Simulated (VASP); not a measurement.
# Zr (Fm-3m) in VASP: a series of runs

Zr is run at these levels: PBE; tasks: single point.

Program: VASP 6.6.1. These are calculated values, not measurements. Logs are shortened: lines on timing, memory, paths and dates and some standing lists are left out, and cuts for length are marked.

### 1 The cell of the first run

The structure is cubic, space group Fm-3m (No. 225). Conventional cell: a = 4.639 Å, b = 4.639 Å, c = 4.639 Å, α = 90.00°, β = 90.00°, γ = 90.00°. Zr (site symmetry m-3m) has 12 Zr at 3.28 Å within 4.3 Å.

This isn't the form of Zr at room conditions, which is hcp.

### 2 Single point, PBE, collinear spin (24.96 Å³/atom)

Input file INCAR:

```
SYSTEM = Zr
PREC = Accurate
ENCUT = 520
EDIFF = 1E-7
ISMEAR = -1
SIGMA = 0.05
LREAL = .FALSE.
LASPH = .TRUE.
NELM = 150
ALGO = Normal
ISIF = 2
LWAVE = .FALSE.
LCHARG = .TRUE.
ISPIN = 2
MAGMOM = 1
LORBIT = 11
LMAXMIX = 4
GGA = PE
LELF = .TRUE.
LVHAR = .TRUE.
NBANDS = 16
```

Input file KPOINTS:

```
regular mesh
0
G
  14 14 14
  0 0 0
```

Input file POSCAR:

```
Zr
1.0
    0.0000000000      2.3196805583      2.3196805583
    2.3196805583      0.0000000000      2.3196805583
    2.3196805583      2.3196805583      0.0000000000
Zr
1
Direct
    0.0000000000      0.0000000000      0.0000000000
```

Potentials or basis: VASP PAW PBE potentials, release 64 (Zr_sv).

The run is started by

```console
$ cat potpaw_PBE.64/Zr_sv/POTCAR > POTCAR
$ mpirun -np 1 vasp_std > vasp.out
```

OUTCAR:

```text
SYSTEM = Zr
   PREC = Accurate
   ENCUT = 520
   EDIFF = 1E-7
   ISMEAR = -1
   LREAL = .FALSE.
   LASPH = .TRUE.
   NELM = 150
   ISIF = 2
   ISPIN = 2
   LORBIT = 11
   GGA = PE

 ion  position               nearest neighbor table
   1  0.000  0.000  0.000-

  LATTYP: Found a face centered cubic cell.
 ALAT       =     4.6393611166

  Lattice vectors:

 A1 = (   0.0000000000,   2.3196805583,   2.3196805583)
 A2 = (   2.3196805583,   0.0000000000,   2.3196805583)
 A3 = (   2.3196805583,   2.3196805583,   0.0000000000)

Analysis of symmetry for initial positions (statically):
=====================================================================
 Subroutine PRICEL returns:
 Original cell was already a primitive cell.

 Routine SETGRP: Setting up the symmetry group for a
 face centered cubic supercell.

 Subroutine GETGRP returns: Found 48 space group operations
 (whereof 48 operations were pure point group operations)
 out of a pool of 48 trial point group operations.

The static configuration has the point symmetry O_h .

Analysis of symmetry for dynamics (positions and initial velocities):
=====================================================================
 Subroutine PRICEL returns:
 Original cell was already a primitive cell.

 Routine SETGRP: Setting up the symmetry group for a
 face centered cubic supercell.

 Subroutine GETGRP returns: Found 48 space group operations
 (whereof 48 operations were pure point group operations)
 out of a pool of 48 trial point group operations.

The dynamic configuration has the point symmetry O_h .

Analysis of structural, dynamic, and magnetic symmetry:
=====================================================================
 Subroutine PRICEL returns:
 Original cell was already a primitive cell.

 Routine SETGRP: Setting up the symmetry group for a
 face centered cubic supercell.

 Subroutine GETGRP returns: Found 48 space group operations
 (whereof 48 operations were pure point group operations)
 out of a pool of 48 trial point group operations.

The overall configuration has the point symmetry O_h .

 Subroutine INISYM returns: Found 48 space group operations
 (whereof 48 operations are pure point group operations),
 and found     1 'primitive' translations

----------------------------------------------------------------------------------------

                                     Primitive cell

  volume of cell :      24.9640

  direct lattice vectors                    reciprocal lattice vectors
     0.000000000  2.319680558  2.319680558    -0.215546920  0.215546920  0.215546920
     2.319680558  0.000000000  2.319680558     0.215546920 -0.215546920  0.215546920
     2.319680558  2.319680558  0.000000000     0.215546920  0.215546920 -0.215546920

  length of vectors
     3.280523706  3.280523706  3.280523706     0.373338217  0.373338217  0.373338217

  position of ions in fractional coordinates (direct lattice)
     0.000000000  0.000000000  0.000000000

  ion indices of the primitive-cell ions
   primitive index   ion index
                 1           1

----------------------------------------------------------------------------------------

 KPOINTS: regular mesh

Automatic generation of k-mesh.
 Grid dimensions read from file:
 generate k-points for:   14   14   14

 Generating k-lattice:

  Cartesian coordinates                     Fractional coordinates (reciprocal lattice)
    -0.015396209  0.015396209  0.015396209     0.071428571  0.000000000  0.000000000
     0.015396209 -0.015396209  0.015396209     0.000000000  0.071428571  0.000000000
     0.015396209  0.015396209 -0.015396209     0.000000000  0.000000000  0.071428571

  Length of vectors
     0.026667016  0.026667016  0.026667016

  Shift w.r.t. Gamma in fractional coordinates (k-lattice)
     0.000000000  0.000000000  0.000000000

 Subroutine IBZKPT returns following result:
 ===========================================

 Found    104 irreducible k-points:

 Following reciprocal coordinates:
            Coordinates               Weight
  0.000000  0.000000  0.000000      1.000000
  0.071429  0.000000  0.000000      8.000000
  0.142857  0.000000  0.000000      8.000000
  0.214286  0.000000  0.000000      8.000000
  0.285714  0.000000  0.000000      8.000000
  0.357143  0.000000  0.000000      8.000000
[... 16 lines left out ...]
  0.214286  0.142857  0.000000     24.000000
  0.285714  0.142857  0.000000     24.000000
 [... further k-points ...]
   k-points           NKPTS =    104   k-points in BZ     NKDIM =    104   number of bands    NBANDS=     16
   number of dos      NEDOS =    301   number of ions     NIONS =      1
   total plane-waves  NPLWV =  13824
   dimension x,y,z NGX =    24 NGY =   24 NGZ =   24
   dimension x,y,z NGXF=    48 NGYF=   48 NGZF=   48
   ions per type =               1
   NGX,Y,Z   is equivalent  to a cutoff of  12.16, 12.16, 12.16 a.u.
   NGXF,Y,Z  is equivalent  to a cutoff of  24.32, 24.32, 24.32 a.u.
 SYSTEM =  Zr
   PREC   = accura    normal or accurate (medium, high low for compatibility)
   ISTART =      0    job   : 0-new  1-cont  2-samecut
   ICHARG =      2    charge: 1-file 2-atom 10-const
   ISPIN  =      2    spin polarized calculation?
   LNONCOLLINEAR =      F non collinear calculations
   LSORBIT =      F    spin-orbit coupling
   LASPH  =      T    aspherical Exc in radial PAW
   ENCUT  =  520.0 eV  38.22 Ry    6.18 a.u.   6.10  6.10  6.10*2*pi/ulx,y,z
   NELM   =    150;   NELMIN=  2; NELMDL= -5     # of ELM steps
   EDIFF  = 0.1E-06   stopping-criterion for ELM
   LREAL  =      F    real-space projection
   EDIFFG = 0.1E-05   stopping-criterion for IOM
   NSW    =      0    number of steps for IOM
   IBRION =     -1    ionic relax: 0-MD 1-quasi-New 2-CG
   NFREE  =      0    steps in history (QN), initial steepest desc. (CG)
   ISIF   =      2    stress and relaxation
   ISYM   =      2    0-nonsym 1-usesym 2-fastsym
   POTIM  = 0.5000    time-step for ionic-motion
   TEBEG  =    0.0;   TEEND  =   0.0 temperature during run
   PSTRESS=    0.0 pullay stress
   NELECT =      12.0000    total number of electrons
   NUPDOWN=      -1.0000    fix difference up-down
   EMIN   =  10.00;   EMAX   =-10.00  energy-range for DOS
   EFERMI =   0.00;   METHOD = LEGACY
   ISMEAR =    -1;   SIGMA  =   0.05  broadening in eV -4-tet -1-fermi 0-gaus
   EFERMI_NEDOS =   21; number of points for ismear=-14 and -15
   IALGO  =     38    algorithm
   IMIX   =      4    mixing-type and parameters
     AMIX     =   0.40;   BMIX     =  1.00
     AMIX_MAG =   1.60;   BMIX_MAG =  1.00
  volume/ion in A,a.u.               =      24.96       168.47
  Fermi-wavevector in a.u.,A,eV,Ry     =   1.282420  2.423423 22.376168  1.644602
  Thomas-Fermi vector in A             =   2.414733
   LORBIT       =     11    0 simple, 1 ext, 2 COOP (PROOUT), +10 PAW based schemes
   GGA     = PE    functional components
   LHFCALC =     F    Hartree Fock is set to
   AEXX    =    0.0000 exact exchange contribution
   IVDW    =     0    specifies the selected vdW correction
   LEPSILON=     F    determine dielectric tensor
   LRPA    =     F    only Hartree local field effects (RPA)
 spin polarized calculation
  energy-cutoff  :      520.00
  volume of cell :       24.96
 maximum number of plane-waves:       692
   NGX = 13   NGY = 13   NGZ = 13

 number of electron      12.0000000 magnetization      -0.0010080

 number of electron      12.0000000 magnetization       0.0002621

 Free energy of the ion-electron system (eV)
  ---------------------------------------------------
  ext. energy  EPLUGINS =         0.00000000
  ---------------------------------------------------
  free energy    TOTEN  =        -8.45353839 eV

  energy without entropy =       -8.43867988  energy(sigma->0) =       -8.44610913

 E-fermi :   8.1173     XC(G=0): -10.7702

 val. band max:        8.1167806735   @ k =   0.2857   0.0000   0.0000
 cond. band min:       8.1187689064   @ k =  -0.3571   0.3571   0.1429
 fundamental gap:      0.0019882329
 Fermi energy:         8.1172560627

 spin component 1

 k-point     1 :       0.0000    0.0000    0.0000
  band No.  band energies     occupation
      1     -40.7223      1.00000
      2     -18.3238      1.00000
      3     -18.3238      1.00000
      4     -18.3238      1.00000
      5       2.7126      1.00000
      6       9.0837      0.00000
[... 8 lines left out ...]
     15      25.9599      0.00000
     16      32.7048      0.00000

 k-point     2 :       0.0714    0.0000    0.0000
  band No.  band energies     occupation
      1     -40.7172      1.00000
      2     -18.3637      1.00000
      3     -18.3289      1.00000
      4     -18.3289      1.00000
      5       2.8643      1.00000
      6       8.9469      0.00000
[... 8 lines left out ...]
     15      26.8238      0.00000
     16      31.2271      0.00000
[... 387 lines left out ...]
      5       3.9649      1.00000
      6       7.9984      0.91507
[... 8 lines left out ...]
     15      27.4742      0.00000
     16      27.9315      0.00000

 k-point    24 :       0.2857    0.1429    0.0000
  band No.  band energies     occupation
      1     -40.6607      1.00000
      2     -18.7095      1.00000
      3     -18.4271      1.00000
      4     -18.4194      1.00000
      5       4.5999      1.00000
      6       7.7368      0.99950
[... 8 lines left out ...]
     15      27.0665      0.00000
     16      27.0765      0.00000

 [... further k-points ...]

 spin component 2

 k-point     1 :       0.0000    0.0000    0.0000
  band No.  band energies     occupation
      1     -40.7221      1.00000
      2     -18.3237      1.00000
      3     -18.3237      1.00000
      4     -18.3237      1.00000
      5       2.7128      1.00000
      6       9.0839      0.00000
[... 8 lines left out ...]
     15      25.9601      0.00000
     16      32.7050      0.00000

 k-point     2 :       0.0714    0.0000    0.0000
  band No.  band energies     occupation
      1     -40.7171      1.00000
      2     -18.3636      1.00000
      3     -18.3288      1.00000
      4     -18.3288      1.00000
      5       2.8645      1.00000
      6       8.9470      0.00000
[... 8 lines left out ...]
     15      26.8241      0.00000
     16      31.2273      0.00000
[... 387 lines left out ...]
      5       3.9651      1.00000
      6       7.9986      0.91479
[... 8 lines left out ...]
     15      27.4744      0.00000
     16      27.9317      0.00000

 k-point    24 :       0.2857    0.1429    0.0000
  band No.  band energies     occupation
      1     -40.6606      1.00000
      2     -18.7094      1.00000
      3     -18.4270      1.00000
      4     -18.4193      1.00000
      5       4.6001      1.00000
      6       7.7370      0.99950
[... 8 lines left out ...]
     15      27.0666      0.00000
     16      27.0767      0.00000

 [... further k-points ...]

------------------------ aborting loop because EDIFF is reached ----------------------------------------

  FORCE on cell =-STRESS in cart. coord.  units (eV):
  Direction    XX          YY          ZZ          XY          YZ          ZX
  --------------------------------------------------------------------------------------
  -------------------------------------------------------------------------------------
  Total       -0.9135127     -0.9135127     -0.9135127      0.0000000      0.0000000      0.0000000
  in kB      -58.6287493    -58.6287493    -58.6287493      0.0000000      0.0000000      0.0000000
  external PRESSURE =     -58.6287493 kB  Pullay stress =       0.0000000 kB

 VOLUME and BASIS-vectors are now :
 -----------------------------------------------------------------------------
  energy-cutoff  :      520.00
  volume of cell :       24.96
      direct lattice vectors                 reciprocal lattice vectors
     0.000000000  2.319680558  2.319680558    -0.215546920  0.215546920  0.215546920
     2.319680558  0.000000000  2.319680558     0.215546920 -0.215546920  0.215546920
     2.319680558  2.319680558  0.000000000     0.215546920  0.215546920 -0.215546920

 POSITION                                       TOTAL-FORCE (eV/Angst)
 -----------------------------------------------------------------------------------
      0.00000      0.00000      0.00000         0.000000      0.000000      0.000000
 -----------------------------------------------------------------------------------
    total drift:                                0.000000      0.000000     -0.000000

  FREE ENERGIE OF THE ION-ELECTRON SYSTEM (eV)
  ---------------------------------------------------
  free  energy   TOTEN  =        -8.4535383851 eV

  energy  without entropy=       -8.4386798765  energy(sigma->0) =       -8.44610913

 total charge

# of ion       s       p       d       tot
------------------------------------------
    1        2.218   5.954   1.573   9.745

 magnetization (x)

# of ion       s       p       d       tot
------------------------------------------
    1        0.000   0.000   0.000   0.000
```

Run time: 68 s. Hardware: 1 thread of Intel Xeon 8259CL, shared host; peak memory 0.19 GiB.

Results:

* Free energy: -8.4535 eV
* Pressure: -5.9 GPa
* Band gap on the k mesh: zero (filled and empty bands overlap)
* Net moment: 0.00 μB per cell
* Valence electrons inside the program's atomic spheres: Zr 9.74

Caveat: the cell stands under tension.

(Continued in part 2 of 2.)
